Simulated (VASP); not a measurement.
# AlGaAs2 (P-4m2) in VASP: a series of runs

Runs on AlGaAs2. Level: LDA. Tasks: single point, relaxation of cell and atoms.

Program: VASP 6.6.1. These are calculated values, not measurements. Logs are shortened: lines on timing, memory, paths and dates and some standing lists are left out, and cuts for length are marked.

## 1. The cell of the first run

The structure is tetragonal, space group P-4m2 (No. 115). The conventional cell has a = 3.600 Å, b = 3.600 Å, c = 5.066 Å, α = 90.00°, β = 90.00°, γ = 90.00°. Within 2.9 Å of Al (site symmetry -4m2) lie 4 As at 2.17 Å. Ga (site symmetry -4m2) has 4 As at 2.23 Å within 2.9 Å. Within 2.9 Å of As (site symmetry 2mm) lie 2 Al at 2.17 Å and 2 Ga at 2.23 Å.

## 2. Single point, LDA

Contents of INCAR:

```
SYSTEM = AlGaAs2
ALGO = Normal
EDIFF = 1E-6
ENCUT = 520
ISIF = 2
ISMEAR = 0
LASPH = .True.
LCHARG = .True.
LELF = .True.
LREAL = .False.
LVHAR = .True.
LWAVE = .False.
NBANDS = 21
NELM = 80
PREC = Accurate
SIGMA = 0.1
```

Contents of KPOINTS:

```
k-points
0
Gamma
  6 6 4
  0 0 0
```

Contents of POSCAR:

```
AlGaAs2
1.0
    3.5995275633      0.0000000000      0.0000000000
    0.0000000000      3.5995275633      0.0000000000
    0.0000000000      0.0000000000      5.0658318495
Al Ga As
1 1 2
Direct
    0.5000000000      0.5000000000      0.5000000000
    0.0000000000      0.0000000000      0.0000000000
    0.5000000000      0.0000000000      0.7400513254
    0.0000000000      0.5000000000      0.2599486746
```

Potentials or basis: VASP PAW LDA potentials, release 64 (Al, Ga_d, As).

Command:

```
> cat potpaw_LDA.64/Al/POTCAR potpaw_LDA.64/Ga_d/POTCAR potpaw_LDA.64/As/POTCAR > POTCAR
> mpirun -np 1 vasp_std > vasp.out
```

OUTCAR:

```text
SYSTEM = AlGaAs2
   EDIFF = 1E-6
   ENCUT = 520
   ISIF = 2
   ISMEAR = 0
   LASPH = .True.
   LREAL = .False.
   NELM = 80
   PREC = Accurate

 ion  position               nearest neighbor table
   1  0.500  0.500  0.500-   3 2.17   4 2.17   3 2.17   4 2.17
   2  0.000  0.000  0.000-   3 2.23   4 2.23   4 2.23   3 2.23
   3  0.500  0.000  0.740-   1 2.17   1 2.17   2 2.23   2 2.23
   4  0.000  0.500  0.260-   1 2.17   1 2.17   2 2.23   2 2.23

  LATTYP: Found a simple tetragonal cell.
 ALAT       =     3.5995275633
 C/A-ratio  =     1.4073602050

  Lattice vectors:

 A1 = (   3.5995275633,   0.0000000000,   0.0000000000)
 A2 = (   0.0000000000,   3.5995275633,   0.0000000000)
 A3 = (   0.0000000000,   0.0000000000,   5.0658318495)

Analysis of symmetry for initial positions (statically):
=====================================================================
 Subroutine PRICEL returns:
 Original cell was already a primitive cell.

 Routine SETGRP: Setting up the symmetry group for a
 simple tetragonal supercell.

 Subroutine GETGRP returns: Found  8 space group operations
 (whereof  8 operations were pure point group operations)
 out of a pool of 16 trial point group operations.

The static configuration has the point symmetry D_2d.

Analysis of symmetry for dynamics (positions and initial velocities):
=====================================================================
 Subroutine PRICEL returns:
 Original cell was already a primitive cell.

 Routine SETGRP: Setting up the symmetry group for a
 simple tetragonal supercell.

 Subroutine GETGRP returns: Found  8 space group operations
 (whereof  8 operations were pure point group operations)
 out of a pool of 16 trial point group operations.

The dynamic configuration has the point symmetry D_2d.

 Subroutine INISYM returns: Found  8 space group operations
 (whereof  8 operations are pure point group operations),
 and found     1 'primitive' translations

----------------------------------------------------------------------------------------

                                     Primitive cell

  volume of cell :      65.6360

  direct lattice vectors                    reciprocal lattice vectors
     3.599527563  0.000000000  0.000000000     0.277814236  0.000000000  0.000000000
     0.000000000  3.599527563  0.000000000     0.000000000  0.277814236  0.000000000
     0.000000000  0.000000000  5.065831850     0.000000000  0.000000000  0.197400946

  length of vectors
     3.599527563  3.599527563  5.065831850     0.277814236  0.277814236  0.197400946

  position of ions in fractional coordinates (direct lattice)
     0.500000000  0.500000000  0.500000000
     0.000000000  0.000000000  0.000000000
     0.500000000  0.000000000  0.740051325
     0.000000000  0.500000000  0.259948675

  ion indices of the primitive-cell ions
   primitive index   ion index
                 1           1
                 2           2
                 3           3
                 4           4

----------------------------------------------------------------------------------------

 KPOINTS: k-points

Automatic generation of k-mesh.
 Grid dimensions read from file:
 generate k-points for:    6    6    4

 Generating k-lattice:

  Cartesian coordinates                     Fractional coordinates (reciprocal lattice)
     0.046302373  0.000000000  0.000000000     0.166666667  0.000000000  0.000000000
     0.000000000  0.046302373  0.000000000     0.000000000  0.166666667  0.000000000
     0.000000000  0.000000000  0.049350237     0.000000000  0.000000000  0.250000000

  Length of vectors
     0.046302373  0.046302373  0.049350237

  Shift w.r.t. Gamma in fractional coordinates (k-lattice)
     0.000000000  0.000000000  0.000000000

 Subroutine IBZKPT returns following result:
 ===========================================

 Found     30 irreducible k-points:

 Following reciprocal coordinates:
            Coordinates               Weight
  0.000000  0.000000  0.000000      1.000000
  0.166667  0.000000  0.000000      4.000000
  0.333333  0.000000  0.000000      4.000000
  0.500000  0.000000  0.000000      2.000000
  0.166667  0.166667  0.000000      4.000000
  0.333333  0.166667  0.000000      8.000000
[... 16 lines left out ...]
  0.333333  0.000000  0.500000      4.000000
  0.500000  0.000000  0.500000      2.000000
 [... further k-points ...]
   k-points           NKPTS =     30   k-points in BZ     NKDIM =     30   number of bands    NBANDS=     21
   number of dos      NEDOS =    301   number of ions     NIONS =      4
   total plane-waves  NPLWV =  31360
   dimension x,y,z NGX =    28 NGY =   28 NGZ =   40
   dimension x,y,z NGXF=    56 NGYF=   56 NGZF=   80
   ions per type =               1   1   2
   NGX,Y,Z   is equivalent  to a cutoff of  12.93, 12.93, 13.13 a.u.
   NGXF,Y,Z  is equivalent  to a cutoff of  25.86, 25.86, 26.25 a.u.
 SYSTEM =  AlGaAs2
   PREC   = accura    normal or accurate (medium, high low for compatibility)
   ISTART =      0    job   : 0-new  1-cont  2-samecut
   ICHARG =      2    charge: 1-file 2-atom 10-const
   ISPIN  =      1    spin polarized calculation?
   LNONCOLLINEAR =      F non collinear calculations
   LSORBIT =      F    spin-orbit coupling
   LASPH  =      T    aspherical Exc in radial PAW
   ENCUT  =  520.0 eV  38.22 Ry    6.18 a.u.   6.69  6.69  9.42*2*pi/ulx,y,z
   NELM   =     80;   NELMIN=  2; NELMDL= -5     # of ELM steps
   EDIFF  = 0.1E-05   stopping-criterion for ELM
   LREAL  =      F    real-space projection
   EDIFFG = 0.1E-04   stopping-criterion for IOM
   NSW    =      0    number of steps for IOM
   IBRION =     -1    ionic relax: 0-MD 1-quasi-New 2-CG
   NFREE  =      0    steps in history (QN), initial steepest desc. (CG)
   ISIF   =      2    stress and relaxation
   ISYM   =      2    0-nonsym 1-usesym 2-fastsym
   POTIM  = 0.5000    time-step for ionic-motion
   TEBEG  =    0.0;   TEEND  =   0.0 temperature during run
   PSTRESS=    0.0 pullay stress
   NELECT =      26.0000    total number of electrons
   NUPDOWN=      -1.0000    fix difference up-down
   EMIN   =  10.00;   EMAX   =-10.00  energy-range for DOS
   EFERMI =   0.00;   METHOD = LEGACY
   ISMEAR =     0;   SIGMA  =   0.10  broadening in eV -4-tet -1-fermi 0-gaus
   EFERMI_NEDOS =   21; number of points for ismear=-14 and -15
   IALGO  =     38    algorithm
   IMIX   =      4    mixing-type and parameters
     AMIX     =   0.40;   BMIX     =  1.00
     AMIX_MAG =   1.60;   BMIX_MAG =  1.00
  volume/ion in A,a.u.               =      16.41       110.73
  Fermi-wavevector in a.u.,A,eV,Ry     =   1.202316  2.272048 19.668095  1.445564
  Thomas-Fermi vector in A             =   2.338101
   LORBIT       =      0    0 simple, 1 ext, 2 COOP (PROOUT), +10 PAW based schemes
   GGA     = CA    functional components
   LHFCALC =     F    Hartree Fock is set to
   AEXX    =    0.0000 exact exchange contribution
   IVDW    =     0    specifies the selected vdW correction
   LEPSILON=     F    determine dielectric tensor
   LRPA    =     F    only Hartree local field effects (RPA)
 non-spin polarized calculation
 Gauss-broadening in eV      SIGMA  =   0.10
  energy-cutoff  :      520.00
  volume of cell :       65.64
 maximum number of plane-waves:      1789
 NGX is ok and might be reduce to    28
   NGX = 13   NGY = 13   NGZ = 19

 number of electron      26.0000004 magnetization

 Free energy of the ion-electron system (eV)
  ---------------------------------------------------
  ext. energy  EPLUGINS =         0.00000000
  ---------------------------------------------------
  free energy    TOTEN  =       -17.59667401 eV

  energy without entropy =      -17.59667383  energy(sigma->0) =      -17.59667392

 E-fermi :   7.5215     XC(G=0): -10.9867

 val. band max:        7.2206040545   @ k =   0.0000   0.0000   0.0000
 cond. band min:       7.8223284805   @ k =   0.5000   0.5000   0.0000
 fundamental gap:      0.6017244260
 Fermi energy:         7.5214705674

 k-point     1 :       0.0000    0.0000    0.0000
  band No.  band energies     occupation
      1      -8.3988      2.00000
      2      -8.2115      2.00000
      3      -8.2115      2.00000
      4      -8.1414      2.00000
      5      -8.0761      2.00000
      6      -7.5723      2.00000
[... 13 lines left out ...]
     20      16.7493      0.00000
     21      17.0817      0.00000

 k-point     2 :       0.1667    0.0000    0.0000
  band No.  band energies     occupation
      1      -8.3888      2.00000
      2      -8.2566      2.00000
      3      -8.2100      2.00000
      4      -8.1350      2.00000
      5      -8.0830      2.00000
      6      -7.2614      2.00000
[... 13 lines left out ...]
     20      15.5727      0.00000
     21      16.6714      0.00000

 k-point     3 :       0.3333    0.0000    0.0000
  band No.  band energies     occupation
      1      -8.3815      2.00000
      2      -8.3026      2.00000
      3      -8.2068      2.00000
      4      -8.1211      2.00000
      5      -8.0967      2.00000
      6      -6.4268      2.00000
[... 13 lines left out ...]
     20      14.5597      0.00000
     21      15.8346      0.00000

 k-point     4 :       0.5000    0.0000    0.0000
  band No.  band energies     occupation
      1      -8.3887      2.00000
      2      -8.3089      2.00000
      3      -8.2052      2.00000
      4      -8.1134      2.00000
      5      -8.1036      2.00000
      6      -5.3920      2.00000
[... 13 lines left out ...]
     20      14.1025      0.00000
     21      15.1779      0.00000

 k-point     5 :       0.1667    0.1667    0.0000
  band No.  band energies     occupation
      1      -8.3790      2.00000
      2      -8.2764      2.00000
      3      -8.2124      2.00000
      4      -8.1296      2.00000
      5      -8.0915      2.00000
      6      -6.9695      2.00000
[... 13 lines left out ...]
     20      15.0039      0.00000
     21      15.6686      0.00000

 k-point     6 :       0.3333    0.1667    0.0000
  band No.  band energies     occupation
      1      -8.3723      2.00000
      2      -8.3089      2.00000
      3      -8.2026      2.00000
      4      -8.1172      2.00000
      5      -8.1074      2.00000
      6      -6.1556      2.00000
[... 13 lines left out ...]
     20      14.8932      0.00000
     21      15.4598      0.00000

 k-point     7 :       0.5000    0.1667    0.0000
  band No.  band energies     occupation
      1      -8.3803      2.00000
      2      -8.3126      2.00000
      3      -8.1970      2.00000
      4      -8.1151      2.00000
      5      -8.1099      2.00000
      6      -5.1337      2.00000
[... 13 lines left out ...]
     20      16.5753      0.00000
     21      16.6660      0.00000
[... 291 lines left out ...]
      1      -8.3612      2.00000
      2      -8.3612      2.00000
      3      -8.1466      2.00000
      4      -8.1403      2.00000
      5      -8.0971      2.00000
      6      -3.8336      2.00000
[... 13 lines left out ...]
     20      17.3917      0.00000
     21      17.8301      0.00000

 k-point    21 :       0.0000    0.0000    0.5000
  band No.  band energies     occupation
      1      -8.4371      2.00000
      2      -8.2138      2.00000
      3      -8.2138      2.00000
      4      -8.1342      2.00000
      5      -8.0760      2.00000
      6      -6.4282      2.00000
[... 13 lines left out ...]
     20      15.8012      0.00000
     21      15.8012      0.00000

 k-point    22 :       0.1667    0.0000    0.5000
  band No.  band energies     occupation
      1      -8.4252      2.00000
      2      -8.2481      2.00000
      3      -8.2121      2.00000
      4      -8.1251      2.00000
      5      -8.0829      2.00000
      6      -6.1712      2.00000
[... 13 lines left out ...]
     20      13.7564      0.00000
     21      14.5534      0.00000

 k-point    23 :       0.3333    0.0000    0.5000
  band No.  band energies     occupation
      1      -8.4100      2.00000
      2      -8.2964      2.00000
      3      -8.2086      2.00000
      4      -8.1104      2.00000
      5      -8.0965      2.00000
      6      -5.5431      2.00000
[... 13 lines left out ...]
     20      15.1962      0.00000
     21      15.5856      0.00000

 k-point    24 :       0.5000    0.0000    0.5000
  band No.  band energies     occupation
      1      -8.4098      2.00000
      2      -8.3098      2.00000
      3      -8.2068      2.00000
      4      -8.1034      2.00000
      5      -8.1033      2.00000
      6      -5.1270      2.00000
[... 13 lines left out ...]
     20      14.8724      0.00000
     21      15.2646      0.00000

 [... further k-points ...]
[... 5 lines left out ...]
  --------------------------------------------------------------------------------------
  -------------------------------------------------------------------------------------
  Total       18.3795179     18.3795179     17.6704011      0.0000000      0.0000000      0.0000000
  in kB      448.6450928    448.6450928    431.3355095      0.0000000      0.0000000      0.0000000
  external PRESSURE =     442.8752317 kB  Pullay stress =       0.0000000 kB

 VOLUME and BASIS-vectors are now :
 -----------------------------------------------------------------------------
  energy-cutoff  :      520.00
  volume of cell :       65.64
      direct lattice vectors                 reciprocal lattice vectors
     3.599527563  0.000000000  0.000000000     0.277814236  0.000000000  0.000000000
     0.000000000  3.599527563  0.000000000     0.000000000  0.277814236  0.000000000
     0.000000000  0.000000000  5.065831850     0.000000000  0.000000000  0.197400946

 POSITION                                       TOTAL-FORCE (eV/Angst)
 -----------------------------------------------------------------------------------
      1.79976      1.79976      2.53292         0.000000     -0.000000      0.000000
      0.00000      0.00000      0.00000        -0.000000     -0.000000      0.000000
      1.79976      0.00000      3.74898         0.000000     -0.000000      1.230645
      0.00000      1.79976      1.31686         0.000000      0.000000     -1.230645
 -----------------------------------------------------------------------------------
    total drift:                               -0.000000     -0.000000      0.000000

  FREE ENERGIE OF THE ION-ELECTRON SYSTEM (eV)
  ---------------------------------------------------
  free  energy   TOTEN  =       -17.5966740119 eV

  energy  without entropy=      -17.5966738282  energy(sigma->0) =      -17.59667392
```

It took 14 s on 1 thread of Intel Xeon 6975P-C (Granite Rapids), shared host; peak memory 0.18 GiB.

What came out:

* Free energy: -17.5967 eV
* Pressure: 44.3 GPa
* Largest force: 1.231 eV/Å
* Band gap on the k mesh: 0.60 eV, indirect (least direct gap 1.17 eV)

Forces in eV/Å, atoms in the order of the input:
```
Al   0.000  0.000  0.000
Ga   0.000  0.000  0.000
As   0.000  0.000  1.231
As   0.000  0.000 -1.231
```

Stress tensor (GPa, compression positive):
```
44.86  0.00  0.00
 0.00 44.86  0.00
 0.00  0.00 43.13
```

Levels at points of the mesh, in eV from the valence-band top:
```csv
k point,band 9,band 10,band 11,band 12,band 13,band 14,band 15,band 16,band 17,band 18
"(0.00, 0.00, 0.00)",-3.53,-3.53,-0.52,0.00,0.00,1.17,1.47,3.93,4.23,4.23
"(0.50, 0.00, 0.00)",-5.77,-4.63,-4.43,-1.63,-1.49,3.15,3.53,6.25,6.44,6.68
"(0.50, 0.50, 0.00)",-7.15,-3.52,-3.47,-3.47,-3.42,0.60,0.60,0.81,2.41,11.96
"(0.00, 0.00, 0.50)",-3.45,-2.41,-2.41,-2.11,-2.11,1.70,2.23,3.66,4.01,7.44
"(0.50, 0.00, 0.50)",-7.76,-1.54,-1.41,-1.30,-1.26,1.99,3.24,4.26,4.38,4.91
"(0.50, 0.50, 0.50)",-6.67,-5.31,-4.70,-4.64,-4.64,4.58,4.58,5.82,6.30,6.60
```

Caveat: forces of over 1 eV/Å act on the atoms, so gaps and moduli don't describe the material at rest. LDA gaps usually lie below the measured ones, often by a third to a half.

## 3. Single point, LDA

This run uses another cell than the first one, of 22.13 Å³/atom, 1.349 times its volume.

Contents of INCAR:

```
SYSTEM = AlGaAs2
PREC = Accurate ; ENCUT = 520
EDIFF = 1E-6 ; ISMEAR = 0
SIGMA = 0.1 ; LREAL = .FALSE.
LASPH = .TRUE. ; NELM = 100
ALGO = Normal ; ISIF = 2
LWAVE = .FALSE. ; LCHARG = .TRUE.
GGA = CA ; LELF = .TRUE.
LVHAR = .TRUE. ; NBANDS = 21
```

Contents of KPOINTS:

```
Automatic mesh
0
G
  6 6 4
  0 0 0
```

Contents of POSCAR:

```
AlGaAs2
1.0
    3.9760117340      0.0000000000      0.0000000000
    0.0000000000      3.9760117340      0.0000000000
    0.0000000000      0.0000000000      5.6006318037
Al Ga As
1 1 2
Direct
    0.5000000000      0.5000000000      0.5000000000
    0.0000000000      0.0000000000      0.0000000000
    0.5000000000      0.0000000000      0.7501849741
    0.0000000000      0.5000000000      0.2498150259
```

Potentials or basis: VASP PAW LDA potentials, release 64 (Al, Ga_d, As).

Command:

```
> cat potpaw_LDA.64/Al/POTCAR potpaw_LDA.64/Ga_d/POTCAR potpaw_LDA.64/As/POTCAR > POTCAR
> mpirun -np 1 vasp_std > vasp.out
```

Wall time 20 s (1 thread of Intel Xeon 6975P-C (Granite Rapids), shared host); peak memory 0.19 GiB.

The run converged. Its results:

* Free energy: -20.1249 eV
* Pressure: 0.4 GPa
* Band gap on the k mesh: 1.04 eV, indirect (least direct gap 1.09 eV)

Levels at points of the mesh, in eV from the valence-band top:
| k point | band 11 | band 12 | band 13 | band 14 | band 15 | band 16 |
| --- | --- | --- | --- | --- | --- | --- |
| (0.00, 0.00, 0.00) | -0.03 | 0.00 | 0.00 | 1.09 | 1.36 | 2.07 |
| (0.50, 0.00, 0.00) | -3.20 | -1.10 | -1.10 | 2.87 | 3.14 | 5.61 |
| (0.50, 0.50, 0.00) | -2.48 | -2.48 | -2.44 | 1.31 | 1.31 | 1.42 |
| (0.00, 0.00, 0.50) | -1.69 | -1.45 | -1.45 | 1.95 | 2.33 | 3.47 |
| (0.50, 0.00, 0.50) | -1.03 | -0.99 | -0.95 | 1.04 | 2.02 | 4.46 |
| (0.50, 0.50, 0.50) | -3.37 | -3.19 | -3.19 | 4.44 | 4.44 | 4.92 |

[end of part 1 of 2]
